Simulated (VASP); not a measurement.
Crystal: NiO.

```
CELL_PARAMETERS angstrom
0.00000 2.09131 2.09131
2.09131 0.00000 2.09131
4.18262 4.18262 0.00000
ATOMIC_POSITIONS crystal
Ni 0.00000 0.00000 0.00000
Ni 0.00000 0.00000 0.50000
O 0.50000 0.50000 0.25000
O 0.50000 0.50000 0.75000
```

Base run:

```yaml
Program: VASP 6.6.1
Functional: LDA
Potentials_or_basis: VASP PAW LDA potentials, release 64 (Ni, O)
Cutoff: 520 eV
k_mesh: 8 × 8 × 8
Occupations: gaussian, width 0.05 eV
Spin: collinear spin, ferromagnetic start
Starting_moments: "[1.83, 1.83, 0.29, 0.29] μB"
Hubbard_terms: Ni d U = 5.0 eV, J = 0.9 eV
```

Its results: pressure -14.5 GPa; site moments Ni +1.73; O +0.24 μB.

Q: The run is repeated on the same cell with these changes: moments at the start from [1.83, 1.83, 0.29, 0.29] to [1.5, 1.5, 0.09, 0.09]; fixed moment from none to 3 μB. What comes out?

A: Pressure -18.4 GPa; site moments Ni +1.41; O +0.08 μB.

Caveats: the cell stands under tension; the total moment is fixed, so each spin has its own Fermi level (at least some runs).
